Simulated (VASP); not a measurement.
Here is a VASP 6.6.1 calculation.

Contents of INCAR:

```
SYSTEM = Cu
PREC = Accurate ; ENCUT = 520
EDIFF = 1E-6 ; ISMEAR = 0
SIGMA = 0.15 ; LREAL = .False.
LASPH = .True. ; NELM = 80
ALGO = Fast ; ISIF = 2
LWAVE = .False. ; LCHARG = .True.
GGA = PE ; LELF = .True.
LVHAR = .True. ; NBANDS = 18
```

File KPOINTS:

```
Automatic mesh
0
Gamma
  24 24 12
  0 0 0
```

Contents of POSCAR:

```
Cu
1.0
    2.5974490865      0.0000000000      0.0000000000
   -1.2987245433      2.2494568940      0.0000000000
    0.0000000000      0.0000000000      4.2153852750
Cu
2
Direct
    0.3333333333      0.6666666667      0.2500000000
    0.6666666667      0.3333333333      0.7500000000
```

Potentials or basis: VASP PAW PBE potentials, release 64 (Cu).

Launch:

```console
$ cat potpaw_PBE.64/Cu/POTCAR > POTCAR
$ mpirun -np 1 vasp_std > vasp.out
```

Predict the pressure.

-2.6 GPa.

Estimate the band gap on the k mesh.

zero (band 11 reaches 11.00 eV, above the bottom of band 12 at 5.18 eV).

Stress tensor (GPa, compression positive):
```
-3.17  0.00  0.00
 0.00 -3.17  0.00
 0.00  0.00 -1.57
```

Caveat: the cell differs from its parent crystal (strain +0.025 along x and y, +0.025 along z).
